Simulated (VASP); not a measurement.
# Be16N (a cell with a defect) in VASP: a series of runs

The runs below take Be16N (a cell with a defect) through single point, with PBE.

Program: VASP 6.6.1. These are calculated values, not measurements. Logs are shortened: lines on timing, memory, paths and dates and some standing lists are left out, and cuts for length are marked.

### 1 The cell of the first run

The cell holds a defect, 17 atoms: a = 4.580 Å, b = 3.966 Å, c = 7.177 Å, α = 90.00°, β = 90.00°, γ = 90.00°.

### 2 Single point, PBE

Input file INCAR:

```
SYSTEM = Be16N
ALGO = Normal
EDIFF = 1E-6
ENCUT = 520
GGA = PE
ISIF = 2
ISMEAR = -1
LASPH = .True.
LCHARG = .True.
LELF = .True.
LREAL = Auto
LVHAR = .True.
LWAVE = .False.
NBANDS = 32
NELM = 80
PREC = Accurate
SIGMA = 0.1
```

Input file KPOINTS:

```
k-points
0
Gamma
  5 6 4
  0 0 0
```

Input file POSCAR:

```
Be16N
1.0
   -2.2900000000     -3.9663960000      0.0000000000
    3.4350000000     -1.9831980000      0.0000000000
    0.0000000000      0.0000000000      7.1768600000
Be N
16 1
Direct
    0.7501288988      0.4966966577      0.0066021986
    0.5038974038      0.3355187156      0.2454509865
    0.7502092414      0.5345717094      0.4914397327
    0.5122463631      0.3306362959      0.7570395307
    0.5039147362     -0.0019879733      0.0046239452
    0.2501179415      0.8360643929      0.2432239709
    0.5121558161      0.0029422443      0.4930842309
    0.2501557558      0.8448857210      0.7647640099
    0.2501196906      0.4974851952      0.0068347333
   -0.0036179207      0.3355234366      0.2454442699
    0.2501524229      0.4888875330      0.4852416542
   -0.0118991240      0.3305319345      0.7570494913
   -0.0036338387     -0.0019976214      0.0046284309
    0.7501343230      0.8369124270      0.2435089802
   -0.0117952215      0.0030472641      0.4930738957
    0.7502082050      0.7990167958      0.7586500588
    0.2502128068      0.1669932716      0.6250620804
```

Potentials or basis: VASP PAW PBE potentials, release 64 (Be, N).

Run with:

```console
> cat potpaw_PBE.64/Be/POTCAR potpaw_PBE.64/N/POTCAR > POTCAR
> mpirun -np 1 vasp_std > vasp.out
```

OUTCAR:

```text
SYSTEM = Be16N
   EDIFF = 1E-6
   ENCUT = 520
   GGA = PE
   ISIF = 2
   ISMEAR = -1
   LASPH = .True.
   LREAL = Auto
   NELM = 80
   PREC = Accurate

 ion  position               nearest neighbor table
   1  0.750  0.497  0.007-  16 2.15   2 2.15  10 2.15  14 2.17   4 2.20  12 2.20   5 2.28  13 2.28
                             5 2.29  13 2.29   9 2.29   9 2.29
   2  0.504  0.336  0.245-   1 2.15  11 2.16   9 2.17   5 2.19   7 2.21   3 2.24  10 2.26  14 2.28
                            14 2.29   6 2.30   6 2.30  10 2.32
   3  0.750  0.535  0.491-  14 2.15   7 2.15  15 2.15  16 2.19  10 2.24   2 2.24  11 2.30  11 2.30
                             4 2.34  12 2.34  15 2.37   7 2.37
   4  0.512  0.331  0.757-  17 1.66  16 2.15  12 2.18   1 2.20   5 2.21   9 2.26   8 2.27   7 2.30
                             3 2.34   8 2.37  16 2.37  11 2.37
   5  0.504  0.998  0.005-  14 2.15   8 2.16   6 2.17   2 2.19   4 2.21  16 2.24  13 2.26   1 2.28
                             1 2.29   9 2.30   9 2.30  13 2.32
   6  0.250  0.836  0.243-   9 2.16  13 2.17   5 2.17  11 2.22  15 2.26   7 2.26  14 2.29  14 2.29
                            10 2.30   2 2.30  10 2.30   2 2.30
   7  0.512  0.003  0.493-  17 1.66   3 2.15  15 2.18  14 2.20   2 2.21   6 2.26  11 2.27   4 2.30
                            16 2.34  11 2.37   8 2.37   3 2.37
   8  0.250  0.845  0.765-  17 1.62   5 2.16  13 2.16   9 2.22  12 2.27   4 2.27  16 2.30  16 2.30
                             4 2.37  12 2.37   7 2.37  15 2.37
   9  0.250  0.497  0.007-   6 2.16  10 2.17   2 2.17   8 2.22  12 2.26   4 2.26   1 2.29   1 2.29
                            13 2.30   5 2.30  13 2.30   5 2.30
  10  0.996  0.336  0.245-   1 2.15  11 2.16   9 2.17  13 2.19  15 2.21   3 2.24   2 2.26  14 2.28
                            14 2.29   6 2.30   6 2.30   2 2.32
  11  0.250  0.489  0.485-  17 1.62   2 2.16  10 2.16   6 2.22  15 2.27   7 2.27   3 2.30   3 2.30
                             7 2.37  15 2.37   4 2.37  12 2.37
  12  0.988  0.331  0.757-  17 1.66  16 2.15   4 2.18   1 2.20  13 2.21   9 2.26   8 2.27  15 2.30
                             3 2.34   8 2.37  16 2.37  11 2.37
  13  0.996  0.998  0.005-  14 2.15   8 2.16   6 2.17  10 2.19  12 2.21  16 2.24   5 2.26   1 2.28
                             1 2.29   9 2.30   9 2.30   5 2.32
  14  0.750  0.837  0.244-   3 2.15  13 2.15   5 2.15   1 2.17   7 2.20  15 2.20   2 2.28  10 2.28
                             2 2.29  10 2.29   6 2.29   6 2.29
  15  0.988  0.003  0.493-  17 1.66   3 2.15   7 2.18  14 2.20  10 2.21   6 2.26  11 2.27  12 2.30
                            16 2.34  11 2.37   3 2.37   8 2.37
  16  0.750  0.799  0.759-   1 2.15   4 2.15  12 2.15   3 2.19  13 2.24   5 2.24   8 2.30   8 2.30
                             7 2.34  15 2.34  12 2.37   4 2.37
  17  0.250  0.167  0.625-  11 1.62   8 1.62   4 1.66  12 1.66   7 1.66  15 1.66

  LATTYP: Found a simple orthorhombic cell.
 ALAT       =     3.9663962620
 B/A-ratio  =     1.1547004875
 C/A-ratio  =     1.8094157835

  Lattice vectors:

 A1 = (  -3.4350000000,   1.9831980000,   0.0000000000)
 A2 = (  -2.2900000000,  -3.9663960000,   0.0000000000)
 A3 = (   0.0000000000,   0.0000000000,   7.1768600000)

Analysis of symmetry for initial positions (statically):
[... 172 lines left out ...]
   IALGO  =     38    algorithm
   IMIX   =      4    mixing-type and parameters
     AMIX     =   0.40;   BMIX     =  1.00
     AMIX_MAG =   1.60;   BMIX_MAG =  1.00
  volume/ion in A,a.u.               =       7.67        51.75
  Fermi-wavevector in a.u.,A,eV,Ry     =   1.075829  2.033023 15.747503  1.157409
  Thomas-Fermi vector in A             =   2.211697
   LORBIT       =      0    0 simple, 1 ext, 2 COOP (PROOUT), +10 PAW based schemes
   GGA     = PE    functional components
   LHFCALC =     F    Hartree Fock is set to
   AEXX    =    0.0000 exact exchange contribution
   IVDW    =     0    specifies the selected vdW correction
   LEPSILON=     F    determine dielectric tensor
   LRPA    =     F    only Hartree local field effects (RPA)
 non-spin polarized calculation
  energy-cutoff  :      520.00
  volume of cell :      130.38
 maximum number of plane-waves:      3532
 NGX is ok and might be reduce to    36
   NGX = 17   NGY = 15   NGZ = 27

 number of electron      37.0000001 magnetization

 Free energy of the ion-electron system (eV)
  ---------------------------------------------------
  ext. energy  EPLUGINS =         0.00000000
  ---------------------------------------------------
  free energy    TOTEN  =       -67.30294348 eV

  energy without entropy =      -67.21707811  energy(sigma->0) =      -67.26001080

 E-fermi :   7.2542     XC(G=0): -10.7458

 val. band max:        7.2187377826   @ k =  -0.4000  -0.3333   0.2500
 cond. band min:       7.2569145875   @ k =   0.0000   0.1667  -0.2500
 fundamental gap:      0.0381768049
 Fermi energy:         7.2541785128

 k-point     1 :       0.0000    0.0000    0.0000
  band No.  band energies     occupation
      1     -10.5675      2.00000
      2      -3.4712      2.00000
      3      -2.4524      2.00000
      4      -0.8623      2.00000
      5      -0.6680      2.00000
      6      -0.0380      2.00000
[... 781 lines left out ...]
     29      12.3614      0.00000
     30      12.8588      0.00000

 [... further k-points ...]

 [bands above 30 left out]

------------------------ aborting loop because EDIFF is reached ----------------------------------------

  FORCE on cell =-STRESS in cart. coord.  units (eV):
  Direction    XX          YY          ZZ          XY          YZ          ZX
  --------------------------------------------------------------------------------------
  -------------------------------------------------------------------------------------
  Total        4.6117831      3.6990467     11.6084476     -0.7905012      1.0754975     -1.8631133
  in kB       56.6739429     45.4573774    142.6555607     -9.7144251     13.2167288    -22.8956950
  external PRESSURE =      81.5956270 kB  Pullay stress =       0.0000000 kB

 VOLUME and BASIS-vectors are now :
 -----------------------------------------------------------------------------
  energy-cutoff  :      520.00
  volume of cell :      130.38
      direct lattice vectors                 reciprocal lattice vectors
    -2.290000000 -3.966396000  0.000000000    -0.109170306 -0.189088533  0.000000000
     3.435000000 -1.983198000  0.000000000     0.218340611 -0.126059022  0.000000000
     0.000000000  0.000000000  7.176860000     0.000000000  0.000000000  0.139336702

 POSITION                                       TOTAL-FORCE (eV/Angst)
 -----------------------------------------------------------------------------------
     -0.01164     -3.96036      0.04738         0.006277     -0.003880      0.011812
     -0.00142     -2.66406      1.76157         0.004517      0.001521      0.001179
      0.11827     -4.03579      3.52699         0.002316     -0.000741      0.000082
     -0.03731     -2.68749      5.43317         0.018880     -0.021057      0.024249
      2.27421     -3.97798      0.03319        -0.000080      0.004937     -0.000693
      2.29911     -2.65015      1.74558        -0.007370      0.003335      0.002331
[... 9 lines left out ...]
      1.02665     -4.56023      5.44473        -0.001222      0.001505     -0.001080
      0.00063     -1.32362      4.48598        -0.001147      0.001304     -0.001223
 -----------------------------------------------------------------------------------
    total drift:                                0.001680     -0.000495      0.004625

  FREE ENERGIE OF THE ION-ELECTRON SYSTEM (eV)
  ---------------------------------------------------
  free  energy   TOTEN  =       -67.3029434836 eV

  energy  without entropy=      -67.2170781138  energy(sigma->0) =      -67.26001080
```

Run time: 5.3 min. Hardware: 1 thread of Intel Xeon Platinum 8259CL at 2.50GHz (Skylake/Cascade Lake), shared host; peak memory 0.33 GiB.

What came out:

| Property | Result |
| --- | --- |
| Free energy | -67.3029 eV |
| Pressure | 8.2 GPa |
| Largest force | 0.038 eV/Å |
| Band gap on the k mesh | zero (an odd number of electrons rules out a gap without spin polarisation) |

Forces in eV/Å, atoms in the order of the input:
```
Be   0.006 -0.004  0.012
Be   0.005  0.002  0.001
Be   0.002 -0.001  0.000
Be   0.019 -0.021  0.024
Be   0.000  0.005 -0.001
Be  -0.007  0.003  0.002
Be  -0.027  0.005 -0.024
Be  -0.031  0.017  0.004
Be   0.007 -0.005 -0.001
Be   0.001 -0.005  0.001
Be   0.030 -0.017 -0.003
Be   0.029 -0.006  0.024
Be  -0.004 -0.003 -0.001
Be  -0.007  0.004 -0.012
Be  -0.018  0.022 -0.024
Be  -0.001  0.002 -0.001
N   -0.001  0.001 -0.001
```

Levels at points of the mesh, in eV from the Fermi level:
| k point | band 17 | band 18 | band 19 | band 20 | band 21 | band 22 |
| --- | --- | --- | --- | --- | --- | --- |
| (0.00, 0.00, 0.00) | -1.61 | -0.45 | 0.68 | 0.81 | 1.64 | 1.80 |
| (0.00, 0.50, 0.00) | -2.07 | -1.25 | -0.04 | 0.27 | 1.11 | 1.31 |
| (0.00, 0.00, 0.50) | -1.37 | -0.26 | -0.13 | 0.30 | 2.05 | 2.17 |
| (0.00, 0.50, 0.50) | -2.46 | -0.90 | 0.12 | 0.54 | 2.25 | 2.61 |

### 3 Single point, PBE

Input file INCAR:

```
SYSTEM = Be16N
  PREC = Accurate
  ENCUT = 520
  EDIFF = 1E-6
  ISMEAR = -1
  SIGMA = 0.1
  LREAL = Auto
  LASPH = .True.
  NELM = 100
  ALGO = Normal
  ISIF = 2
  LWAVE = .False.
  LCHARG = .False.
  GGA = PE
  NBANDS = 32
```

Input file KPOINTS:

```
Automatic mesh
0
Gamma
  5 6 4
  0 0 0
```

Input file POSCAR:

```
Be16N
1.0
   -2.2900000000     -3.9663960000      0.0000000000
    3.4350000000     -1.9831980000      0.0000000000
    0.0000000000      0.0000000000      7.1768600000
Be N
16 1
Direct
    0.7494227248      0.5353176568      0.0090275324
    0.5031025780      0.3361145206      0.2550357603
    0.7494626023      0.4978271868      0.4937055710
    0.5110604168      0.3321540163      0.7432657535
    0.5110337730      0.0029898351      0.0077742502
    0.2494468637      0.8364371704      0.2573600158
    0.5031176166     -0.0010193001      0.4960279128
    0.2494309845      0.8455582944      0.7359143874
    0.2494462847      0.4896543583      0.0151918136
   -0.0042255465      0.3360852525      0.2550331996
    0.2494702059      0.4986315879      0.4936956729
   -0.0121683550      0.3321882263      0.7432849969
   -0.0121512275      0.0029389304      0.0077815087
    0.7494425203      0.8372629373      0.2573357410
   -0.0042207282     -0.0010541606      0.4960319914
    0.7494325636      0.7998347957      0.7420413284
    0.2494350328      0.1676432118      0.8755371341
```

Potentials or basis: VASP PAW PBE potentials, release 64 (Be, N).

Run with:

```console
> cat potpaw_PBE.64/Be/POTCAR potpaw_PBE.64/N/POTCAR > POTCAR
> mpirun -np 1 vasp_std > vasp.out
```

It took 5.2 min on 1 thread of Intel Xeon Platinum 8259CL at 2.50GHz (Skylake/Cascade Lake), shared host; peak memory 0.33 GiB.

The run converged. Its results:

| Property | Result |
| --- | --- |
| Free energy | -67.3032 eV |
| Pressure | 8.2 GPa |
| Largest force | 0.032 eV/Å |
| Band gap on the k mesh | zero (an odd number of electrons rules out a gap without spin polarisation) |

Forces on the atoms (eV/Å):
```
Be  -0.007  0.004  0.003
Be   0.002 -0.003  0.004
Be  -0.003  0.002  0.006
Be  -0.001 -0.017 -0.008
Be  -0.014 -0.009  0.009
Be  -0.002  0.001  0.000
Be  -0.003  0.001 -0.004
Be  -0.026  0.015 -0.010
Be   0.026 -0.014  0.009
Be   0.003 -0.001  0.004
Be   0.003 -0.001  0.000
Be   0.014  0.009 -0.009
Be   0.001  0.016  0.008
Be   0.003 -0.002 -0.005
Be  -0.001  0.002 -0.004
Be   0.006 -0.004 -0.003
N    0.000  0.000 -0.001
```

Stress tensor (GPa, compression positive):
```
 5.68 -1.01  2.27
-1.01  4.51 -1.31
 2.27 -1.31 14.27
```

Levels at points of the mesh, in eV from the Fermi level:
| k point | band 17 | band 18 | band 19 | band 20 | band 21 | band 22 |
| --- | --- | --- | --- | --- | --- | --- |
| (0.00, 0.00, 0.00) | -1.60 | -0.45 | 0.68 | 0.80 | 1.64 | 1.81 |
| (0.00, 0.50, 0.00) | -2.07 | -1.24 | -0.04 | 0.27 | 1.11 | 1.31 |
| (0.00, 0.00, 0.50) | -1.36 | -0.27 | -0.13 | 0.30 | 2.05 | 2.18 |
| (0.00, 0.50, 0.50) | -2.46 | -0.89 | 0.11 | 0.54 | 2.26 | 2.61 |

The gap in the log of VASP goes by the Fermi energy; the results here count the filled bands.